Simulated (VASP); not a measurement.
TiN: vibrations by perturbation theory with LDA

Crystal: TiN.

```
Ti N
1.0
     0.00000    2.08609    2.08609
     2.08609    0.00000    2.08609
     2.08609    2.08609    0.00000
Ti N
1 1
Direct
  0.00000 0.00000 0.00000
  0.50000 0.50000 0.50000
```

```
Program                : VASP 6.6.1
Task                   : vibrations by perturbation theory
Functional             : LDA
Potentials or basis    : VASP PAW LDA potentials, release 64 (Ti_sv, N)
Cutoff                 : 520 eV
k mesh                 : 14 × 14 × 14
Occupations            : fermi-dirac, width 0.1 eV
Spin                   : no spin polarisation
Dipole correction      : no
Further INCAR settings : ALGO = Normal; EDIFF = 1e-08; NBANDS = 16; IBRION = 8; NSW = 1
```

```
Highest phonon frequency at Γ : 554 cm⁻¹
```

Phonon frequencies in cm⁻¹ (negative: imaginary):
```csv
q point,frequencies
"(0.000, 0.000, 0.000)",0 0 0 554 554 554
```

Run time: 5.2 min on 1 thread of Intel Xeon 8259CL, with other jobs on the host, peak memory 0.3 GiB.

Caveat: the cell stands under pressure or tension, which shifts response properties.
